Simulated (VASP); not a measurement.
Runs of VASP 6.6.1 on InSb (zincblende type). The structure is that of space group F-43m (No. 216), or close to it. The cells are those of the table. 

```tsv
level	cell	k mesh	gap on the mesh (eV)	pressure (GPa)
PBE	a = 3.845 Å, angles 60.0°, 2 atoms	11 × 11 × 11	none	89.7
RPBE	a = 4.206 Å, angles 60.0°, 2 atoms	14 × 14 × 14	0.79	(b)
PBE	a = 4.597 Å, angles 60.0°, 2 atoms	11 × 11 × 11	none	2.6
PBE	a = 4.356 Å, angles 60.0°, 2 atoms	11 × 11 × 11	(a)	13.9
```

Alike in all rows: task single point; potentials or basis VASP PAW PBE potentials, release 64 (In_d, Sb); no spin polarisation; cutoff (eV) 520; smearing fermi-dirac 0.1 eV.

Task: Estimate the missing entries.

Result: (a) 0.71; (b) 28.6.

Caveats: spin-orbit coupling is left out, which moves the levels of the heavy elements; the PAW data sets were made with another functional, which shifts forces and pressure a little (some runs).

A k mesh can miss the band edges, and the runs leave out spin-orbit coupling on In, Sb.

A gap of «none» marks levels without a gap at the run's occupations.
